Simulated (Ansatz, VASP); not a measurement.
# Two plane-wave programs on I

Contents of INCAR:

```
PREC = Accurate
ENCUT = 520
EDIFF = 1E-6
ISMEAR = -1
SIGMA = 0.05
LREAL = F
LASPH = T
NELM = 60
ALGO = Normal
ISIF = 2
LWAVE = F
LCHARG = T
GGA = PE
LELF = T
LVHAR = T
NBANDS = 22
```

Contents of KPOINTS:

```
Automatic mesh
0
Gamma
  2 2 1
```

Contents of POSCAR:

```
I
1.0
    4.4691335775     -2.3015586197      0.0000000000
    4.4691335775      2.3015586197      0.0000000000
    0.0000000000      0.0000000000      9.8759877929
I
4
Direct
    0.8427352896      0.1572647104      0.1220149726
    0.6572647104      0.3427352896      0.6220149726
    0.1572647104      0.8427352896      0.8779850274
    0.3427352896      0.6572647104      0.3779850274
```

Input for Ansatz:

```yaml
crystal:
  lattice:
    - [4.4691335775, -2.3015586197, 0.0]
    - [4.4691335775, 2.3015586197, 0.0]
    - [0.0, 0.0, 9.8759877929]
  atoms:
    - { symbol: I, position: [0.8427352896, 0.1572647104, 0.1220149726] }
    - { symbol: I, position: [0.6572647104, 0.3427352896, 0.6220149726] }
    - { symbol: I, position: [0.1572647104, 0.8427352896, 0.8779850274] }
    - { symbol: I, position: [0.3427352896, 0.6572647104, 0.3779850274] }
hamiltonian:
  xc: pbe
  pseudopotentials:
    kind: paw
    azcp:
      I: "pseudopotentials/I.paw.azcp"
basis:
  ecutwfc: 420
  fft_grid_basis: typed
kpoints:
  mp_grid: { grid: [2, 2, 1], shift: [0, 0, 0] }
magnetization:
  spin_polarized: false
scf:
  occupations: { method: fermi_dirac, width: 0.05 }
  lower_state_search: "off"
output:
  stress: true
```

Alike in both runs: task single point; functional PBE; k mesh 2 × 2 × 1; occupations fermi-dirac, width 0.05 eV; no spin polarisation.

|  | VASP | Ansatz |
| --- | --- | --- |
| version | VASP 6.6.1 | Ansatz 0.2.0 |
| potentials or method | VASP PAW PBE potentials, release 64 (I), cutoff 520 eV | plane waves (420 eV) with PAW, scalar-relativistic |
| valence electrons in the cell | 28 | 68 |

VASP gave:

| Property | Result |
| --- | --- |
| pressure (GPa) | -0.7 |
| traceless stress, the component that is largest in VASP (GPa) | -1.57 |

**Question.** Which values does Ansatz return?

**Answer.** Pressure (GPa): -0.7; traceless stress, the component that is largest in VASP (GPa): -1.54.

VASP's potentials hold 28 valence electrons a cell and Ansatz's 68, so a difference there can come from the potentials and not from the codes.

The k mesh is coarse, so the values compare programs but aren't converged. Spin-orbit coupling is off throughout.
